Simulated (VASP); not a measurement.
Write the native input for VASP 6.6.1 that does the following.

| Quantity | Value |
| --- | --- |
| Task | single point |
| Functional | PBE |
| Potentials or basis | VASP PAW PBE potentials, release 64 (Ga_d, As) |
| Cutoff | 500 eV |
| k mesh | 10 × 10 × 10 |
| Occupations | gaussian, width 0.03 eV |
| Spin | no spin polarisation |
| Dipole correction | no |
| Further INCAR settings | ALGO = Normal; EDIFF = 1e-06; NBANDS = 16 |

The structure of GaAs lies in POSCAR:

```
GaAs
1.0
    0.0000000000      3.0163268808      2.7290576540
    3.0163268808      0.0000000000      2.7290576540
    3.0163268808      3.0163268808      0.0000000000
Ga As
1 1
Direct
    0.0000000000      0.0000000000      0.0000000000
    0.7500000000      0.7500000000      0.7500000000
```

This cell differs from its parent crystal: strain +0.050 along x and y, -0.050 along z.

These files were run (other wordings do the same):

INCAR

```
SYSTEM = GaAs
ALGO = Normal ; EDIFF = 1E-6
ENCUT = 500 ; GGA = PE
GGA_COMPAT = .FALSE. ; ISIF = 2
ISMEAR = 0 ; LASPH = .TRUE.
LCHARG = .FALSE. ; LREAL = .FALSE.
LWAVE = .FALSE. ; NBANDS = 16
NELM = 120 ; PREC = Accurate
SIGMA = 0.03
```

KPOINTS

```
k-points
0
G
  10 10 10
  0 0 0
```

Potentials or basis: VASP PAW PBE potentials, release 64 (Ga_d, As).

Command:

```bash
$ cat potpaw_PBE.64/Ga_d/POTCAR potpaw_PBE.64/As/POTCAR > POTCAR
$ mpirun -np 1 vasp_std > vasp.out
```

Results of the run:

| Property | Result |
| --- | --- |
| Pressure | -2.5 GPa |
| Band gap on the k mesh | 0.26 eV (least direct gap 0.45 eV) |

Caveat: the cell differs from its parent crystal (strain +0.050 along x and y, -0.050 along z).

It took 58 s on 1 thread of Intel(R) Xeon(R) Platinum 8259CL CPU @ 2.50GHz (Skylake/Cascade Lake), with other jobs on the host, peak memory 0.23 GiB.
